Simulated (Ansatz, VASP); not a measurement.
## ZnS: VASP beside Ansatz

File INCAR:

```
PREC = Accurate
ENCUT = 520
EDIFF = 1E-6
ISMEAR = 0
SIGMA = 0.1
LREAL = F
LASPH = T
NELM = 100
ALGO = Normal
ISIF = 2
LWAVE = F
LCHARG = F
LDIPOL = T
IDIPOL = 3
DIPOL = 0.5 0.5 0.500
GGA = PE
NBANDS = 16
```

File KPOINTS:

```
Automatic mesh
0
Gamma
  4 4 1
```

File POSCAR:

```
ZnS
1.0
    3.8249530000      0.0000000000      0.0000000000
    0.0000000000      3.8249530000      0.0000000000
    0.0000000000      0.0000000000     16.0000000000
Zn S
1 1
Direct
    0.0000000000      0.5000000000      0.4577398400
    0.0000000000      0.0000000000      0.5422601600
```

Input for Ansatz:

```yaml
crystal:
  lattice:
    - [3.824953, 0.0, 0.0]
    - [0.0, 3.824953, 0.0]
    - [0.0, 0.0, 16.0]
  atoms:
    - { symbol: Zn, position: [0.0, 0.5, 0.45773984] }
    - { symbol: S, position: [0.0, 0.0, 0.54226016] }
  periodic: [true, true, false]
basis:
  ecutwfc: 420
kpoints:
  mp_grid: { grid: [4, 4, 1] }
hamiltonian:
  xc: pbe
scf:
  occupations: { method: gaussian, width: 0.1 }
  lower_state_search: "off"
output:
  forces: true
  stress: true
  eigenvalues: true
```

Alike in both runs: task single point; functional PBE; k mesh 4 × 4 × 1; occupations gaussian, width 0.1 eV; no spin polarisation.

```csv
,VASP,Ansatz
version,VASP 6.6.1,Ansatz 0.2.0
potentials or method,"VASP PAW PBE potentials, release 64 (Zn, S), cutoff 520 eV","scalar-relativistic, plane waves, PAW"
valence electrons in the cell,18,18
```

|  | VASP | Ansatz | Ansatz less VASP |
| --- | --- | --- | --- |
| gap on the k mesh at the Fermi level (eV) | 0.02 | 0.01 | -0.006 |
| least direct gap on the mesh (eV) | 0.02 | 0.01 | -0.006 |
| rms of the force components (eV/Å) | 1.342 | 1.345 | +0.0037 |

Atom by atom the forces differ by 0.004 eV/Å (rms over components). Ansatz's warnings: slab cell height set.
